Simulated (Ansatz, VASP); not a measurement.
Two plane-wave programs on BaTe

```
Ba Te
1.0
     0.00000    3.41000    3.41000
     3.41000    0.00000    3.41000
     3.41000    3.41000    0.00000
Ba Te
1 1
Direct
  0.00000 0.00000 0.00000
  0.50000 0.50000 0.50000
```

Alike in both runs: task single point; functional LDA; k mesh 8 × 8 × 8; occupations gaussian, width 0.05 eV; no spin polarisation.

```csv
,VASP,Ansatz
version,VASP 6.6.1,Ansatz 0.2.0
potentials or method,"VASP PAW LDA potentials, release 64 (Ba_sv, Te), cutoff 520 eV","scalar-relativistic, plane waves, PAW"
valence electrons in the cell,16,26
```

Ansatz gave:

```
gap on the k mesh at the Fermi level (eV) : 1.31
least direct gap on the mesh (eV)         : 1.66
pressure (GPa)                            : 0.7
```

Task: What did VASP give for the same quantities?

Result: gap on the k mesh at the Fermi level (eV): 1.21; least direct gap on the mesh (eV): 1.59; pressure (GPa): 1.2.

LDA's correlation is that of Perdew and Zunger in VASP and of Perdew and Wang (1992) in Ansatz. VASP's potentials hold 16 valence electrons a cell and Ansatz's 26, so a difference there can come from the potentials and not from the codes.

Neither program's run includes spin-orbit coupling.
